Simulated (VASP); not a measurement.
# Ca: single point with BLYP

The system is Ca.

```
CELL_PARAMETERS angstrom
6.03254 0.00000 0.00000
-3.01627 5.22433 0.00000
0.00000 0.00000 3.61271
ATOMIC_POSITIONS crystal
Ca 0.00000 0.00000 0.00000
Ca 0.33333 0.66667 0.50000
Ca 0.66667 0.33333 0.50000
```

This isn't the form of Ca at room conditions, which is fcc.

| Item | Value |
| --- | --- |
| Program | VASP 6.6.1 |
| Task | single point |
| Functional | BLYP |
| Potentials or basis | VASP PAW PBE potentials, release 64 (Ca_sv) |
| Cutoff | 520 eV |
| k mesh | 7 × 7 × 10 |
| Occupations | fermi-dirac, width 0.1 eV |
| Spin | no spin polarisation |
| Dipole correction | no |
| Further INCAR settings | ALGO = Normal; EDIFF = 1e-06; NBANDS = 22 |

```
Pressure               : 2.4 GPa
Band gap on the k mesh : zero (bands 15 and 16 overlap by 0.23 eV)
```

Stress tensor (GPa, compression positive):
```
2.53 0.00 0.00
0.00 2.53 0.00
0.00 0.00 2.27
```

Levels at points of the mesh, in eV from the Fermi level:
```
           k point  band 12  band 13  band 14  band 15  band 16  band 17  band 18  band 19
(0.00, 0.00, 0.00)   -22.82    -4.17     0.01     0.18     0.18     0.21     0.21     0.83
(0.00, 0.00, 0.50)   -22.85    -1.46    -1.09     0.07     0.07     0.24     0.24     1.87
```

It took 2.3 min on 1 thread of Oxide Virtual Turin-like Processor, with other jobs on the host, peak memory 0.25 GiB.

Caveat: the PAW data sets were made with another functional, which shifts forces and pressure a little.
